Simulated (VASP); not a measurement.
The system is BaTiO3.

```xyz
5
Lattice="4.0060 0.0000 0.0000 0.0000 4.0060 0.0000 0.0000 0.0000 4.0060" Properties=species:S:1:pos:R:3 pbc="T T T"
Ba    2.0030    2.0030    2.0030
Ti    0.0000    0.0000    0.0000
O     0.0000    0.0000    2.0030
O     0.0000    2.0030    0.0000
O     2.0030    0.0000    0.0000
```

Base run:

```yaml
Program: VASP 6.6.1
Functional: PBEsol
Potentials_or_basis: VASP PAW PBE potentials, release 64 (Ba_sv, Ti_sv, O_h)
Cutoff: 910 eV
k_mesh: 7 × 7 × 7
Occupations: fermi-dirac, width 0.05 eV
Spin: no spin polarisation
```

Its results: band gap on the k mesh 1.76 eV, indirect (least direct gap 1.84 eV); pressure -3.1 GPa.

The run is repeated on the same cell with these changes: hubbard terms from none to Ti d U = 5.0 eV. What comes out?

Band gap on the k mesh 2.35 eV, indirect (least direct gap 2.49 eV); pressure 0.9 GPa.

The U term pushes filled and empty states of the shell apart.

Caveats: the cutoff is under 1.25 times the usual one of these potentials, so pressure, stress and relaxed cells hold a basis-set (Pulay) error; the PAW data sets were made with another functional, which shifts forces and pressure a little; spin-orbit coupling is left out, which moves the levels of the heavy elements.

A k mesh can miss the band edges.
